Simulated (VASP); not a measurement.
Write the native input for VASP 6.6.1 that does the following.

- Task: single point
- Functional: PBE
- Potentials or basis: VASP PAW PBE potentials, release 64 (K_sv, P)
- Cutoff: 520 eV
- k mesh: 6 × 6 × 6
- Occupations: gaussian, width 0.1 eV
- Spin: no spin polarisation
- Dipole correction: no
- Further INCAR settings: ALGO = Normal; EDIFF = 1e-06; NBANDS = 40

The structure of K5P3 lies in POSCAR:

```
K5P3
1.0
    9.8476157066      0.0000000000      0.0000000000
   -4.9238078533      8.5282853686      0.0000000000
    0.0000000000      0.0000000000      6.2945757012
K P
5 3
Direct
    0.3333333333      0.6666666667      0.5000000000
    0.6666666667      0.3333333333      0.5000000000
    0.3333333333      0.6666666667      0.0000000000
    0.6666666667      0.3333333333      0.0000000000
    0.0000000000      0.0000000000      0.0000000000
    0.5000000000      0.0000000000      0.5000000000
    0.0000000000      0.5000000000      0.5000000000
    0.5000000000      0.5000000000      0.5000000000
```

The cell was generated, and may not be a known phase.

One way to write it, as run:

INCAR

```
SYSTEM = K5P3
PREC = Accurate
ENCUT = 520
EDIFF = 1E-6
ISMEAR = 0
SIGMA = 0.1
LREAL = .False.
LASPH = .True.
NELM = 80
ALGO = Normal
ISIF = 2
LWAVE = .False.
LCHARG = .False.
GGA = PE
NBANDS = 40
```

KPOINTS

```
Automatic mesh
0
Gamma
  6 6 6
  0 0 0
```

Potentials or basis: VASP PAW PBE potentials, release 64 (K_sv, P).

Command:

```bash
$ cat potpaw_PBE.64/K_sv/POTCAR potpaw_PBE.64/P/POTCAR > POTCAR
$ mpirun -np 1 vasp_std > vasp.out
```

It gave:

```json
{
  "Pressure": "0.0 GPa",
  "Band gap on the k mesh": "zero (bands 30 and 31 overlap by 0.14 eV)"
}
```

It took 9.9 min on 1 thread of Intel(R) Xeon(R) Platinum 8488C (Sapphire Rapids) (shared host), peak memory 0.88 GiB.
